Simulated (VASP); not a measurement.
# Mn (Fm-3m) in VASP: single point with PBE

Aim: the single point of Mn with PBE.

All numbers are computed with VASP 6.6.1; they aren't measurements. Logs are shortened: lines on timing, memory, paths and dates and some standing lists are left out, and cuts for length are marked.

**1. The cell of the first run**

Symmetry: Fm-3m, No. 225, cubic system. The conventional cell has a = 3.620 Å, b = 3.620 Å, c = 3.620 Å, α = 90.00°, β = 90.00°, γ = 90.00°. Within 3.4 Å of Mn (site symmetry m-3m) lie 12 Mn at 2.56 Å.

This isn't the form of Mn at room conditions, which is a 58-atom cubic cell.

**2. Single point, PBE, collinear spin, antiferromagnetic start**

INCAR

```
PREC = Accurate
ENCUT = 500
EDIFF = 1E-6
ISMEAR = -1
SIGMA = 0.1
LREAL = False
LASPH = True
NELM = 200
ALGO = Normal
ISIF = 2
LWAVE = False
LCHARG = False
ISPIN = 2
MAGMOM = 2.16 -2.16
LORBIT = 11
LMAXMIX = 4
GGA = PE
NBANDS = 24
GGA_COMPAT = False
```

KPOINTS

```
Automatic mesh
0
Gamma
  8 8 6
```

POSCAR

```
Mn
1.0
    1.8100000000      1.8100000000      0.0000000000
   -1.8100000000      1.8100000000      0.0000000000
    0.0000000000      0.0000000000      3.6200000000
Mn
2
Direct
    0.0000000000      0.0000000000      0.0000000000
    0.5000000000      0.5000000000      0.5000000000
```

Potentials or basis: VASP PAW PBE potentials, release 64 (Mn_pv).

The run is started by

```console
cat potpaw_PBE.64/Mn_pv/POTCAR > POTCAR
mpirun -np 1 vasp_std > vasp.out
```

OUTCAR:

```text
PREC = Accurate
   ENCUT = 500
   EDIFF = 1E-6
   ISMEAR = -1
   LREAL = False
   LASPH = True
   NELM = 200
   ISIF = 2
   ISPIN = 2
   LORBIT = 11
   GGA = PE

 ion  position               nearest neighbor table
   1  0.000  0.000  0.000-   2 2.56   2 2.56   2 2.56   2 2.56   2 2.56   2 2.56   2 2.56   2 2.56

   2  0.500  0.500  0.500-   1 2.56   1 2.56   1 2.56   1 2.56   1 2.56   1 2.56   1 2.56   1 2.56

  LATTYP: Found a simple tetragonal cell.
 ALAT       =     2.5597265479
 C/A-ratio  =     1.4142135624

  Lattice vectors:

 A1 = (   1.8100000000,   1.8100000000,   0.0000000000)
 A2 = (  -1.8100000000,   1.8100000000,   0.0000000000)
 A3 = (   0.0000000000,   0.0000000000,   3.6200000000)

Analysis of symmetry for initial positions (statically):
=====================================================================
 Subroutine PRICEL returns following result:

  LATTYP: Found a face centered cubic cell.
 ALAT       =     3.6200000000

  Lattice vectors:

 A1 = (   0.0000000000,  -1.8100000000,  -1.8100000000)
 A2 = (   1.8100000000,   0.0000000000,  -1.8100000000)
 A3 = (   1.8100000000,  -1.8100000000,  -0.0000000000)

   2 primitive cells build up your supercell.

 Routine SETGRP: Setting up the symmetry group for a
 simple tetragonal supercell.

 Subroutine GETGRP returns: Found 16 space group operations
 (whereof 16 operations were pure point group operations)
 out of a pool of 16 trial point group operations.

The static configuration has the point symmetry D_4h.

Analysis of symmetry for dynamics (positions and initial velocities):
=====================================================================
 Subroutine PRICEL returns following result:

  LATTYP: Found a face centered cubic cell.
 ALAT       =     3.6200000000

  Lattice vectors:

 A1 = (   0.0000000000,  -1.8100000000,  -1.8100000000)
 A2 = (   1.8100000000,   0.0000000000,  -1.8100000000)
 A3 = (   1.8100000000,  -1.8100000000,  -0.0000000000)

   2 primitive cells build up your supercell.

 Routine SETGRP: Setting up the symmetry group for a
 simple tetragonal supercell.

 Subroutine GETGRP returns: Found 16 space group operations
 (whereof 16 operations were pure point group operations)
 out of a pool of 16 trial point group operations.

The dynamic configuration has the point symmetry D_4h.

Analysis of structural, dynamic, and magnetic symmetry:
=====================================================================
 Subroutine PRICEL returns following result:

  LATTYP: Found a face centered cubic cell.
 ALAT       =     3.6200000000

  Lattice vectors:

 A1 = (   0.0000000000,  -1.8100000000,  -1.8100000000)
 A2 = (   1.8100000000,   0.0000000000,  -1.8100000000)
 A3 = (   1.8100000000,  -1.8100000000,  -0.0000000000)

   2 primitive cells build up your supercell.

 Routine SETGRP: Setting up the symmetry group for a
 simple tetragonal supercell.

 Subroutine GETGRP returns: Found 16 space group operations
 (whereof 16 operations were pure point group operations)
 out of a pool of 16 trial point group operations.

The overall configuration has the point symmetry D_4h.

 Subroutine INISYM returns: Found 16 space group operations
 (whereof 16 operations are pure point group operations),
 and found     2 'primitive' translations

----------------------------------------------------------------------------------------

                                     Primitive cell

  volume of cell :      11.8595

  direct lattice vectors                    reciprocal lattice vectors
     0.000000000 -1.810000000 -1.810000000    -0.276243094 -0.276243094 -0.276243094
     1.810000000  0.000000000 -1.810000000     0.276243094  0.276243094 -0.276243094
     1.810000000 -1.810000000 -0.000000000     0.276243094 -0.276243094  0.276243094

  length of vectors
     2.559726548  2.559726548  2.559726548     0.478467074  0.478467074  0.478467074

  position of ions in fractional coordinates (direct lattice)
     0.000000000  0.000000000  0.000000000

  ion indices of the primitive-cell ions
   primitive index   ion index
                 1           1

----------------------------------------------------------------------------------------

 KPOINTS: Automatic mesh

Automatic generation of k-mesh.
 Grid dimensions read from file:
 generate k-points for:    8    8    6

 Generating k-lattice:

  Cartesian coordinates                     Fractional coordinates (reciprocal lattice)
     0.034530387  0.034530387  0.000000000     0.125000000  0.000000000  0.000000000
    -0.034530387  0.034530387  0.000000000     0.000000000  0.125000000  0.000000000
     0.000000000  0.000000000  0.046040516     0.000000000  0.000000000  0.166666667

  Length of vectors
     0.048833341  0.048833341  0.046040516

  Shift w.r.t. Gamma in fractional coordinates (k-lattice)
     0.000000000  0.000000000  0.000000000

 Subroutine IBZKPT returns following result:
 ===========================================

 Found     60 irreducible k-points:

 Following reciprocal coordinates:
            Coordinates               Weight
  0.000000  0.000000  0.000000      1.000000
  0.125000  0.000000  0.000000      4.000000
  0.250000  0.000000  0.000000      4.000000
  0.375000  0.000000  0.000000      4.000000
  0.500000  0.000000  0.000000      2.000000
  0.125000  0.125000  0.000000      4.000000
[... 16 lines left out ...]
  0.375000  0.125000  0.166667     16.000000
  0.500000  0.125000  0.166667      8.000000
 [... further k-points ...]
   k-points           NKPTS =     60   k-points in BZ     NKDIM =     60   number of bands    NBANDS=     24
   number of dos      NEDOS =    301   number of ions     NIONS =      2
   total plane-waves  NPLWV =  11200
   dimension x,y,z NGX =    20 NGY =   20 NGZ =   28
   dimension x,y,z NGXF=    40 NGYF=   40 NGZF=   56
   ions per type =               2
   NGX,Y,Z   is equivalent  to a cutoff of  12.99, 12.99, 12.86 a.u.
   NGXF,Y,Z  is equivalent  to a cutoff of  25.98, 25.98, 25.72 a.u.
 SYSTEM =  unknown system
   PREC   = accura    normal or accurate (medium, high low for compatibility)
   ISTART =      0    job   : 0-new  1-cont  2-samecut
   ICHARG =      2    charge: 1-file 2-atom 10-const
   ISPIN  =      2    spin polarized calculation?
   LNONCOLLINEAR =      F non collinear calculations
   LSORBIT =      F    spin-orbit coupling
   LASPH  =      T    aspherical Exc in radial PAW
   ENCUT  =  500.0 eV  36.75 Ry    6.06 a.u.   4.67  4.67  6.60*2*pi/ulx,y,z
   NELM   =    200;   NELMIN=  2; NELMDL= -5     # of ELM steps
   EDIFF  = 0.1E-05   stopping-criterion for ELM
   LREAL  =      F    real-space projection
   EDIFFG = 0.1E-04   stopping-criterion for IOM
   NSW    =      0    number of steps for IOM
   IBRION =     -1    ionic relax: 0-MD 1-quasi-New 2-CG
   NFREE  =      0    steps in history (QN), initial steepest desc. (CG)
   ISIF   =      2    stress and relaxation
   ISYM   =      2    0-nonsym 1-usesym 2-fastsym
   POTIM  = 0.5000    time-step for ionic-motion
   TEBEG  =    0.0;   TEEND  =   0.0 temperature during run
   PSTRESS=    0.0 pullay stress
   NELECT =      26.0000    total number of electrons
   NUPDOWN=      -1.0000    fix difference up-down
   EMIN   =  10.00;   EMAX   =-10.00  energy-range for DOS
   EFERMI =   0.00;   METHOD = LEGACY
   ISMEAR =    -1;   SIGMA  =   0.10  broadening in eV -4-tet -1-fermi 0-gaus
   EFERMI_NEDOS =   21; number of points for ismear=-14 and -15
   IALGO  =     38    algorithm
   IMIX   =      4    mixing-type and parameters
     AMIX     =   0.40;   BMIX     =  1.00
     AMIX_MAG =   1.60;   BMIX_MAG =  1.00
  volume/ion in A,a.u.               =      11.86        80.03
  Fermi-wavevector in a.u.,A,eV,Ry     =   1.687980  3.189820 38.766774  2.849278
  Thomas-Fermi vector in A             =   2.770369
   LORBIT       =     11    0 simple, 1 ext, 2 COOP (PROOUT), +10 PAW based schemes
   GGA     = PE    functional components
   LHFCALC =     F    Hartree Fock is set to
   AEXX    =    0.0000 exact exchange contribution
   IVDW    =     0    specifies the selected vdW correction
   LEPSILON=     F    determine dielectric tensor
   LRPA    =     F    only Hartree local field effects (RPA)
 spin polarized calculation
  energy-cutoff  :      500.00
  volume of cell :       23.72
 maximum number of plane-waves:       621
 NGX is ok and might be reduce to    20
   NGX =  9   NGY =  9   NGZ = 13

 number of electron      25.9999986 magnetization       0.0000000

 number of electron      25.9999986 magnetization      -0.0000000

 Free energy of the ion-electron system (eV)
  ---------------------------------------------------
  ext. energy  EPLUGINS =         0.00000000
  ---------------------------------------------------
  free energy    TOTEN  =       -17.94834007 eV

  energy without entropy =      -17.85796604  energy(sigma->0) =      -17.90315306

 E-fermi :   9.2676     XC(G=0): -13.3928

 val. band max:        9.2662906691   @ k =   0.3750   0.1250   0.0000
 cond. band min:       9.2689968698   @ k =   0.5000   0.1250   0.1667
 fundamental gap:      0.0027062007
 Fermi energy:         9.2676113789

 spin component 1

 k-point     1 :       0.0000    0.0000    0.0000
  band No.  band energies     occupation
      1     -39.7038      1.00000
      2     -39.3682      1.00000
      3     -39.3682      1.00000
      4     -37.4563      1.00000
      5     -37.2574      1.00000
      6     -37.2574      1.00000
[... 16 lines left out ...]
     23      29.8434      0.00000
     24      33.4604      0.00000

 k-point     2 :       0.1250    0.0000    0.0000
  band No.  band energies     occupation
      1     -39.6954      1.00000
      2     -39.4101      1.00000
      3     -39.3640      1.00000
      4     -37.4563      1.00000
      5     -37.3039      1.00000
      6     -37.2543      1.00000
[... 16 lines left out ...]
     23      30.4976      0.00000
     24      32.2587      0.00000

 k-point     3 :       0.2500    0.0000    0.0000
  band No.  band energies     occupation
      1     -39.6750      1.00000
      2     -39.5104      1.00000
      3     -39.3537      1.00000
      4     -37.4562      1.00000
      5     -37.4153      1.00000
      6     -37.2468      1.00000
[... 16 lines left out ...]
     23      28.5652      0.00000
     24      30.7123      0.00000
[... 514 lines left out ...]
 k-point    23 :       0.3750    0.1250    0.1667
  band No.  band energies     occupation
      1     -39.6544      1.00000
      2     -39.6091      1.00000
      3     -39.3857      1.00000
      4     -37.5144      1.00000
      5     -37.4494      1.00000
      6     -37.2824      1.00000
[... 16 lines left out ...]
     23      28.2646      0.00000
     24      30.2734      0.00000

 k-point    24 :       0.5000    0.1250    0.1667
  band No.  band energies     occupation
      1     -39.6511      1.00000
      2     -39.6477      1.00000
      3     -39.3815      1.00000
      4     -37.5576      1.00000
      5     -37.4476      1.00000
      6     -37.2787      1.00000
[... 16 lines left out ...]
     23      28.1833      0.00000
     24      28.2605      0.00000

 [... further k-points ...]

 spin component 2

 k-point     1 :       0.0000    0.0000    0.0000
  band No.  band energies     occupation
      1     -39.7038      1.00000
      2     -39.3682      1.00000
      3     -39.3682      1.00000
      4     -37.4563      1.00000
      5     -37.2574      1.00000
      6     -37.2574      1.00000
[... 16 lines left out ...]
     23      29.8434      0.00000
     24      33.4604      0.00000

 k-point     2 :       0.1250    0.0000    0.0000
  band No.  band energies     occupation
      1     -39.6954      1.00000
      2     -39.4101      1.00000
      3     -39.3640      1.00000
      4     -37.4563      1.00000
      5     -37.3039      1.00000
      6     -37.2543      1.00000
[... 16 lines left out ...]
     23      30.4976      0.00000
     24      32.2587      0.00000

 k-point     3 :       0.2500    0.0000    0.0000
  band No.  band energies     occupation
      1     -39.6750      1.00000
      2     -39.5104      1.00000
      3     -39.3537      1.00000
      4     -37.4562      1.00000
      5     -37.4153      1.00000
      6     -37.2468      1.00000
[... 16 lines left out ...]
     23      28.5652      0.00000
     24      30.7123      0.00000
[... 514 lines left out ...]
 k-point    23 :       0.3750    0.1250    0.1667
  band No.  band energies     occupation
      1     -39.6544      1.00000
      2     -39.6091      1.00000
      3     -39.3857      1.00000
      4     -37.5144      1.00000
      5     -37.4494      1.00000
      6     -37.2824      1.00000
[... 16 lines left out ...]
     23      28.2646      0.00000
     24      30.2734      0.00000

 k-point    24 :       0.5000    0.1250    0.1667
  band No.  band energies     occupation
      1     -39.6511      1.00000
      2     -39.6477      1.00000
      3     -39.3815      1.00000
      4     -37.5576      1.00000
      5     -37.4476      1.00000
      6     -37.2787      1.00000
[... 16 lines left out ...]
     23      28.1833      0.00000
     24      28.2605      0.00000

 [... further k-points ...]
[... 5 lines left out ...]
  --------------------------------------------------------------------------------------
  -------------------------------------------------------------------------------------
  Total       -0.2913109     -0.2913109     -1.4488465      0.0000000      0.0000000      0.0000000
  in kB      -19.6775755    -19.6775755    -97.8672181      0.0000000      0.0000000      0.0000000
  external PRESSURE =     -45.7407897 kB  Pullay stress =       0.0000000 kB

 VOLUME and BASIS-vectors are now :
 -----------------------------------------------------------------------------
  energy-cutoff  :      500.00
  volume of cell :       23.72
      direct lattice vectors                 reciprocal lattice vectors
     1.810000000  1.810000000  0.000000000     0.276243094  0.276243094  0.000000000
    -1.810000000  1.810000000  0.000000000    -0.276243094  0.276243094  0.000000000
     0.000000000  0.000000000  3.620000000     0.000000000  0.000000000  0.276243094

 POSITION                                       TOTAL-FORCE (eV/Angst)
 -----------------------------------------------------------------------------------
      0.00000      0.00000      0.00000        -0.000000     -0.000000      0.000000
      0.00000      1.81000      1.81000         0.000000      0.000000     -0.000000
 -----------------------------------------------------------------------------------
    total drift:                               -0.000000      0.000000      0.000000

  FREE ENERGIE OF THE ION-ELECTRON SYSTEM (eV)
  ---------------------------------------------------
  free  energy   TOTEN  =       -17.9483400686 eV

  energy  without entropy=      -17.8579660431  energy(sigma->0) =      -17.90315306

 total charge

# of ion       s       p       d       tot
------------------------------------------
    1        0.397   6.349   5.063  11.809
    2        0.397   6.349   5.063  11.809
--------------------------------------------------
tot          0.793  12.699  10.126  23.618

 magnetization (x)

# of ion       s       p       d       tot
------------------------------------------
    1        0.025   0.033   1.973   2.031
    2       -0.025  -0.033  -1.973  -2.031
--------------------------------------------------
tot          0.000   0.000   0.000   0.000
```

Run time: 1.9 min. Hardware: 1 thread of Intel Xeon 8259CL, shared host; peak memory 0.17 GiB.

Results:

```yaml
Free_energy: -17.9483 eV
Pressure: -4.6 GPa
Band_gap_on_the_k_mesh: zero (filled and empty bands overlap)
Net_moment: 0.00 μB per cell
Site_moments: Mn +2.03, -2.03 μB
Valence_electrons_inside_the_program's_atomic_spheres: Mn 11.81
```

Stress tensor (GPa, compression positive):
```
-1.97  0.00  0.00
 0.00 -1.97  0.00
 0.00  0.00 -9.79
```

Caveat: the stress differs along the axes, from -10 to -2 GPa; the antiferromagnetic order is the one typed at the start, and another may lie lower.
